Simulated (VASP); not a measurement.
Input of a VASP 6.6.1 run:

File INCAR:

```
ALGO = Normal
EDIFF = 1E-6
EDIFFG = -0.01
ENCUT = 600
GGA = PE
IBRION = 2
ISIF = 3
ISMEAR = 0
LASPH = T
LCHARG = F
LREAL = F
LWAVE = F
NELM = 100
NSW = 100
PREC = Accurate
SIGMA = 0.1
```

Contents of KPOINTS:

```
k-points
0
Gamma
  12 12 16
```

File POSCAR:

```
BeN
1.0
    4.6885587699      0.0000000000      0.0000000000
   -2.3442793850      4.0604110019      0.0000000000
    0.0000000000      0.0000000000      3.0260367000
Be N
2 2
Direct
    0.3333333333      0.6666666667      0.5000000000
    0.6666666667      0.3333333333      0.5000000000
    0.3333333333      0.6666666667      0.0000000000
    0.6666666667      0.3333333333      0.0000000000
```

Potentials or basis: VASP PAW PBE potentials, release 64 (Be, N).

Run with:

```bash
$ cat potpaw_PBE.64/Be/POTCAR potpaw_PBE.64/N/POTCAR > POTCAR
$ mpirun -np 1 vasp_std > vasp.out
```

Task: Estimate the relaxed volume.

Result: 14.38 Å³/atom.

Task: What does it give for the relaxed cell?

Result: a = 4.688 Å, b = 4.688 Å, c = 3.023 Å, α = 90.00°, β = 90.00°, γ = 120.00°.

Task: Estimate the band gap on the k mesh.

Result: Zero (band 7 reaches 0.60 eV, above the bottom of band 8 at -0.63 eV).

Stress tensor (GPa, compression positive):
```
-0.08  0.00  0.00
 0.00 -0.08  0.00
 0.00  0.00  0.03
```
